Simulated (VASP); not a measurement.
# Cd3HgTe4 (I-42m) in VASP: notebook

Cd3HgTe4 is run at these levels: PBE; tasks: relaxation of cell and atoms, single point.

All numbers are computed with VASP 6.6.1; they aren't measurements. Logs are shortened: lines on timing, memory, paths and dates and some standing lists are left out, and cuts for length are marked.

### Step 1. The cell of the first run

Symmetry: I-42m, No. 121, tetragonal system. The conventional cell has a = 6.191 Å, b = 6.191 Å, c = 12.382 Å, α = 90.00°, β = 90.00°, γ = 90.00°. Within 3.5 Å of Cd (site symmetry -4) lie 4 Te at 2.68 Å. Within 3.5 Å of Cd (site symmetry -42m) lie 4 Te at 2.68 Å. Within 3.5 Å of Hg (site symmetry -42m) lie 4 Te at 2.68 Å. Within 3.5 Å of Te (site symmetry m) lie 3 Cd at 2.68 Å and 1 Hg at 2.68 Å.

### Step 2. Relaxation of cell and atoms, PBE

Contents of INCAR:

```
SYSTEM = Cd3HgTe4
PREC     = Accurate       ! precision mode
ENCUT    = 600            ! plane-wave cutoff, eV
EDIFF    = 1E-6           ! SCF threshold, eV
ISMEAR   = 0              ! smearing method
SIGMA    = 0.1            ! smearing width, eV
LREAL    = .False.        ! projectors in reciprocal space
LASPH    = .True.         ! aspherical terms in the spheres
NELM     = 100            ! most SCF steps
ALGO     = Normal         ! electronic algorithm
ISIF     = 3              ! what is computed and relaxed
LWAVE    = .False.        ! write WAVECAR
LCHARG   = .False.        ! write CHGCAR
GGA      = PE             ! functional
IBRION   = 2              ! ionic algorithm
NSW      = 90             ! ionic steps
EDIFFG   = -0.04          ! ionic threshold
```

Contents of KPOINTS:

```
regular mesh
0
Gamma
  4 4 4
  0 0 0
```

Contents of POSCAR:

```
Cd3HgTe4
1.0
   -3.0955421300      3.0955421300      6.1910842600
    3.0955421300     -3.0955421300      6.1910842600
    3.0955421300      3.0955421300     -6.1910842600
Cd Hg Te
3 1 4
Direct
    0.7500000000      0.2500000000      0.5000000000
    0.2500000000      0.7500000000      0.5000000000
    0.0000000000      0.0000000000      0.0000000000
    0.5000000000      0.5000000000      0.0000000000
    0.1250000000      0.6250000000      0.0000000000
    0.8750000000      0.8750000000      0.5000000000
    0.6250000000      0.1250000000      0.0000000000
    0.3750000000      0.3750000000      0.5000000000
```

Potentials or basis: VASP PAW PBE potentials, release 64 (Cd, Hg, Te).

On the command line:

```sh
> cat potpaw_PBE.64/Cd/POTCAR potpaw_PBE.64/Hg/POTCAR potpaw_PBE.64/Te/POTCAR > POTCAR
> mpirun -np 1 vasp_std > vasp.out
```

OUTCAR:

```text
SYSTEM = Cd3HgTe4
   PREC = Accurate
   ENCUT = 600
   EDIFF = 1E-6
   ISMEAR = 0
   LREAL = .False.
   LASPH = .True.
   NELM = 100
   ISIF = 3
   GGA = PE
   IBRION = 2
   NSW = 90
   EDIFFG = -0.04

 ion  position               nearest neighbor table
   1  0.750  0.250  0.500-   5 2.68   6 2.68   8 2.68   7 2.68
   2  0.250  0.750  0.500-   6 2.68   7 2.68   8 2.68   5 2.68
   3  0.000  0.000  0.000-   5 2.68   7 2.68   8 2.68   6 2.68
   4  0.500  0.500  0.000-   5 2.68   6 2.68   7 2.68   8 2.68
   5  0.125  0.625  0.000-   2 2.68   3 2.68   4 2.68   1 2.68
   6  0.875  0.875  0.500-   1 2.68   2 2.68   3 2.68   4 2.68
   7  0.625  0.125  0.000-   1 2.68   3 2.68   4 2.68   2 2.68
   8  0.375  0.375  0.500-   1 2.68   2 2.68   4 2.68   3 2.68

  LATTYP: Found a body centered tetragonal cell.
 ALAT       =     6.1910842600
 C/A-ratio  =     2.0000000000

  Lattice vectors:

 A1 = (  -3.0955421300,   3.0955421300,   6.1910842600)
 A2 = (   3.0955421300,  -3.0955421300,   6.1910842600)
 A3 = (   3.0955421300,   3.0955421300,  -6.1910842600)

Analysis of symmetry for initial positions (statically):
=====================================================================
 Subroutine PRICEL returns:
 Original cell was already a primitive cell.

 Routine SETGRP: Setting up the symmetry group for a
 body centered tetragonal supercell.

 Subroutine GETGRP returns: Found  8 space group operations
 (whereof  8 operations were pure point group operations)
 out of a pool of 16 trial point group operations.

The static configuration has the point symmetry D_2d.

Analysis of symmetry for dynamics (positions and initial velocities):
=====================================================================
 Subroutine PRICEL returns:
 Original cell was already a primitive cell.

 Routine SETGRP: Setting up the symmetry group for a
 body centered tetragonal supercell.

 Subroutine GETGRP returns: Found  8 space group operations
 (whereof  8 operations were pure point group operations)
 out of a pool of 16 trial point group operations.

The dynamic configuration has the point symmetry D_2d.

 Subroutine INISYM returns: Found  8 space group operations
 (whereof  8 operations are pure point group operations),
 and found     1 'primitive' translations

----------------------------------------------------------------------------------------

                                     Primitive cell

  volume of cell :     237.3013

  direct lattice vectors                    reciprocal lattice vectors
    -3.095542130  3.095542130  6.191084260     0.000000000  0.161522596  0.080761298
     3.095542130 -3.095542130  6.191084260     0.161522596  0.000000000  0.080761298
     3.095542130  3.095542130 -6.191084260     0.161522596  0.161522596  0.000000000

  length of vectors
     7.582498696  7.582498696  7.582498696     0.180587752  0.180587752  0.228427445

  position of ions in fractional coordinates (direct lattice)
     0.750000000  0.250000000  0.500000000
     0.250000000  0.750000000  0.500000000
     0.000000000  0.000000000  0.000000000
     0.500000000  0.500000000  0.000000000
     0.125000000  0.625000000  0.000000000
     0.875000000  0.875000000  0.500000000
     0.625000000  0.125000000  0.000000000
     0.375000000  0.375000000  0.500000000

  ion indices of the primitive-cell ions
   primitive index   ion index
                 1           1
                 2           2
                 3           3
                 4           4
                 5           5
                 6           6
                 7           7
                 8           8

----------------------------------------------------------------------------------------

 KPOINTS: regular mesh

Automatic generation of k-mesh.
 Grid dimensions read from file:
 generate k-points for:    4    4    4

 Generating k-lattice:

  Cartesian coordinates                     Fractional coordinates (reciprocal lattice)
     0.000000000  0.040380649  0.020190324     0.250000000  0.000000000  0.000000000
     0.040380649  0.000000000  0.020190324     0.000000000  0.250000000  0.000000000
     0.040380649  0.040380649  0.000000000     0.000000000  0.000000000  0.250000000

  Length of vectors
     0.045146938  0.045146938  0.057106861

  Shift w.r.t. Gamma in fractional coordinates (k-lattice)
     0.000000000  0.000000000  0.000000000

 Subroutine IBZKPT returns following result:
 ===========================================

 Found     13 irreducible k-points:

 Following reciprocal coordinates:
            Coordinates               Weight
  0.000000  0.000000  0.000000      1.000000
  0.250000  0.000000  0.000000      8.000000
  0.500000  0.000000  0.000000      4.000000
  0.250000  0.250000  0.000000      8.000000
  0.500000  0.250000  0.000000     16.000000
 -0.250000  0.250000  0.000000      4.000000
  0.500000  0.500000  0.000000      2.000000
  0.250000  0.250000  0.250000      2.000000
 -0.250000  0.250000  0.250000      4.000000
  0.500000  0.500000  0.250000      4.000000
 -0.250000  0.500000  0.250000      8.000000
 -0.250000 -0.250000  0.250000      2.000000
  0.500000  0.500000  0.500000      1.000000
   k-points           NKPTS =     13   k-points in BZ     NKDIM =     13   number of bands    NBANDS=     43
   number of dos      NEDOS =    301   number of ions     NIONS =      8
   total plane-waves  NPLWV = 262144
   dimension x,y,z NGX =    64 NGY =   64 NGZ =   64
   dimension x,y,z NGXF=   128 NGYF=  128 NGZF=  128
   ions per type =               3   1   4
   NGX,Y,Z   is equivalent  to a cutoff of  14.03, 14.03, 14.03 a.u.
   NGXF,Y,Z  is equivalent  to a cutoff of  28.06, 28.06, 28.06 a.u.
 SYSTEM =  Cd3HgTe4
   PREC   = accura    normal or accurate (medium, high low for compatibility)
   ISTART =      0    job   : 0-new  1-cont  2-samecut
   ICHARG =      2    charge: 1-file 2-atom 10-const
   ISPIN  =      1    spin polarized calculation?
   LNONCOLLINEAR =      F non collinear calculations
   LSORBIT =      F    spin-orbit coupling
   LASPH  =      T    aspherical Exc in radial PAW
   ENCUT  =  600.0 eV  44.10 Ry    6.64 a.u.  15.14 15.14 15.14*2*pi/ulx,y,z
   NELM   =    100;   NELMIN=  2; NELMDL= -5     # of ELM steps
   EDIFF  = 0.1E-05   stopping-criterion for ELM
   LREAL  =      F    real-space projection
   EDIFFG = -.4E-01   stopping-criterion for IOM
   NSW    =     90    number of steps for IOM
   IBRION =      2    ionic relax: 0-MD 1-quasi-New 2-CG
   NFREE  =      1    steps in history (QN), initial steepest desc. (CG)
   ISIF   =      3    stress and relaxation
   ISYM   =      2    0-nonsym 1-usesym 2-fastsym
   POTIM  = 0.5000    time-step for ionic-motion
   TEBEG  =    0.0;   TEEND  =   0.0 temperature during run
   PSTRESS=    0.0 pullay stress
   NELECT =      72.0000    total number of electrons
   NUPDOWN=      -1.0000    fix difference up-down
   EMIN   =  10.00;   EMAX   =-10.00  energy-range for DOS
   EFERMI =   0.00;   METHOD = LEGACY
   ISMEAR =     0;   SIGMA  =   0.10  broadening in eV -4-tet -1-fermi 0-gaus
   EFERMI_NEDOS =   21; number of points for ismear=-14 and -15
   IALGO  =     38    algorithm
   IMIX   =      4    mixing-type and parameters
     AMIX     =   0.40;   BMIX     =  1.00
     AMIX_MAG =   1.60;   BMIX_MAG =  1.00
  volume/ion in A,a.u.               =      29.66       200.17
  Fermi-wavevector in a.u.,A,eV,Ry     =   1.100067  2.078824 16.465041  1.210146
  Thomas-Fermi vector in A             =   2.236472
   LORBIT       =      0    0 simple, 1 ext, 2 COOP (PROOUT), +10 PAW based schemes
   GGA     = PE    functional components
   LHFCALC =     F    Hartree Fock is set to
   AEXX    =    0.0000 exact exchange contribution
   IVDW    =     0    specifies the selected vdW correction
   LEPSILON=     F    determine dielectric tensor
   LRPA    =     F    only Hartree local field effects (RPA)
 conjugate gradient relaxation of ions
 non-spin polarized calculation
 Gauss-broadening in eV      SIGMA  =   0.10
  energy-cutoff  :      600.00
  volume of cell :      237.30
 maximum number of plane-waves:      7954
 NGX is ok and might be reduce to    64
   NGX = 31   NGY = 31   NGZ = 31

--------------------------------------- Ionic step        1  -------------------------------------------

 number of electron      71.9999999 magnetization

 Free energy of the ion-electron system (eV)
  ---------------------------------------------------
  ext. energy  EPLUGINS =         0.00000000
  ---------------------------------------------------
  free energy    TOTEN  =       -16.40009630 eV

  energy without entropy =      -16.40009630  energy(sigma->0) =      -16.40009630

------------------------ aborting loop because EDIFF is reached ----------------------------------------

  FORCE on cell =-STRESS in cart. coord.  units (eV):
  Direction    XX          YY          ZZ          XY          YZ          ZX
  --------------------------------------------------------------------------------------
  -------------------------------------------------------------------------------------
  Total       17.5915753     17.5915753     17.5890358      0.0000000      0.0000000     -0.0000000
  in kB      118.7723006    118.7723006    118.7551547      0.0000000      0.0000000     -0.0000000
  external PRESSURE =     118.7665853 kB  Pullay stress =       0.0000000 kB

 VOLUME and BASIS-vectors are now :
 -----------------------------------------------------------------------------
  energy-cutoff  :      600.00
  volume of cell :      237.30
      direct lattice vectors                 reciprocal lattice vectors
    -3.095542130  3.095542130  6.191084260     0.000000000  0.161522596  0.080761298
     3.095542130 -3.095542130  6.191084260     0.161522596  0.000000000  0.080761298
     3.095542130  3.095542130 -6.191084260     0.161522596  0.161522596  0.000000000
[... 43 lines left out ...]
 POSITION                                       TOTAL-FORCE (eV/Angst)
 -----------------------------------------------------------------------------------
     -0.00000      3.42393      3.42388         0.000000     -0.000000      0.000000
      3.42393     -0.00000      3.42388         0.000000     -0.000000      0.000000
      3.42393      3.42393      6.84776         0.000000     -0.000000      0.000000
      3.42393      3.42393      0.00000         0.000000     -0.000000      0.000000
      1.71684     -1.71684      5.13062         0.006328     -0.006328     -0.006873
      1.71684      1.71684      8.56490         0.006328      0.006328      0.006873
     -1.71684      1.71684      5.13062        -0.006328      0.006328     -0.006873
      1.70708      1.70708      1.71714        -0.006328     -0.006328      0.006873
 -----------------------------------------------------------------------------------
    total drift:                               -0.000006     -0.000006     -0.000005

  FREE ENERGIE OF THE ION-ELECTRON SYSTEM (eV)
  ---------------------------------------------------
  free  energy   TOTEN  =       -17.7836257201 eV

  energy  without entropy=      -17.7807782743  energy(sigma->0) =      -17.78220200

--------------------------------------- Ionic step        3  -------------------------------------------

 number of electron      72.0000007 magnetization

 Free energy of the ion-electron system (eV)
  ---------------------------------------------------
  ext. energy  EPLUGINS =         0.00000000
  ---------------------------------------------------
  free energy    TOTEN  =       -18.04739874 eV

  energy without entropy =      -18.04630496  energy(sigma->0) =      -18.04685185

 E-fermi :   2.0306     XC(G=0):  -8.3208

 val. band max:        1.9104767785   @ k =   0.0000   0.0000   0.0000
 cond. band min:       2.1093953419   @ k =   0.0000   0.0000   0.0000
 fundamental gap:      0.1989185634
 Fermi energy:         2.0306201178

 k-point     1 :       0.0000    0.0000    0.0000
  band No.  band energies     occupation
      1      -9.0730      2.00000
      2      -8.5799      2.00000
      3      -8.5799      2.00000
      4      -8.5787      2.00000
      5      -6.2336      2.00000
      6      -6.2336      2.00000
[... 609 lines left out ...]
 POSITION                                       TOTAL-FORCE (eV/Angst)
 -----------------------------------------------------------------------------------
      0.00000      3.31323      3.31320         0.000000     -0.000000     -0.000000
      3.31323      0.00000      3.31320         0.000000     -0.000000     -0.000000
      0.00000      0.00000      0.00000         0.000000     -0.000000     -0.000000
      0.00000      0.00000      6.62640         0.000000     -0.000000     -0.000000
      1.65990     -1.65990      4.96630         0.013394     -0.013394     -0.014845
      1.65990      1.65990      8.28650         0.013394      0.013394      0.014845
     -1.65990      1.65990      4.96630        -0.013394      0.013394     -0.014845
      1.65333      1.65333      1.66010        -0.013394     -0.013394      0.014845
 -----------------------------------------------------------------------------------
    total drift:                               -0.000007     -0.000007     -0.000006

  FREE ENERGIE OF THE ION-ELECTRON SYSTEM (eV)
  ---------------------------------------------------
  free  energy   TOTEN  =       -18.0473987423 eV

  energy  without entropy=      -18.0463049622  energy(sigma->0) =      -18.04685185

 reached required accuracy - stopping structural energy minimisation
```

Wall time 7.5 min (1 thread of Intel Xeon 6975P-C (Granite Rapids), shared host); peak memory 0.69 GiB.

Results:

* Free energy: -18.0474 eV
* Relaxed volume: 36.37 Å³/atom
* Relaxed cell: a = 8.116 Å, b = 8.116 Å, c = 8.116 Å, α = 131.81°, β = 131.81°, γ = 70.53°
* Space group after relaxing (to 0.1 Å): I-42m (No. 121)
* Energy gained by relaxing: 205.9 meV/atom
* Ionic steps: 3
* Pressure after relaxing: 0.1 GPa
* Largest force after relaxing: 0.024 eV/Å
* Band gap on the k mesh: 0.20 eV

Forces in eV/Å, atoms in the order of the input:
```
Cd   0.000  0.000  0.000
Cd   0.000  0.000  0.000
Cd   0.000  0.000  0.000
Hg   0.000  0.000  0.000
Te   0.013 -0.013 -0.015
Te   0.013  0.013  0.015
Te  -0.013  0.013 -0.015
Te  -0.013 -0.013  0.015
```

Step by step:
| step | energy change (eV) | largest force (eV/Å) | pressure (GPa) | volume (Å³) |
| --- | --- | --- | --- | --- |
| 1 | 0.0000 | 0.1619 | 11.88 | 237.30 |
| 2 | -1.3835 | 0.0113 | -2.62 | 321.11 |
| 3 | -1.6473 | 0.0241 | 0.09 | 290.97 |

Final structure:
```
CELL_PARAMETERS angstrom
-3.31323 3.31323 6.62640
3.31323 -3.31323 6.62640
3.31323 3.31323 -6.62640
ATOMIC_POSITIONS crystal
Cd 0.75000 0.25000 0.50000
Cd 0.25000 0.75000 0.50000
Cd 0.00000 0.00000 0.00000
Hg 0.50000 0.50000 0.00000
Te 0.12424 0.62523 0.00000
Te 0.87576 0.87576 0.50099
Te 0.62523 0.12424 0.00000
Te 0.37477 0.37477 0.49901
```

Levels at points of the mesh, in eV from the valence-band top:
```tsv
k point	band 33	band 34	band 35	band 36	band 37	band 38	band 39	band 40
(0.00, 0.00, 0.00)	-1.73	0.00	0.00	0.00	0.20	2.42	2.73	3.65
(0.50, 0.00, 0.00)	-1.35	-1.32	-0.81	-0.70	2.32	2.82	3.30	3.40
(0.50, 0.50, 0.00)	-0.75	-0.69	-0.67	-0.66	1.20	1.68	2.70	2.90
(0.50, 0.50, 0.50)	-1.06	-1.06	-0.93	-0.93	1.95	2.68	2.72	2.73
```

Caveat: the volume moved by over 15 % at a fixed basis, so the end points are rough; spin-orbit coupling is left out, which moves the levels of the heavy elements.

(Continued in part 2 of 2.)
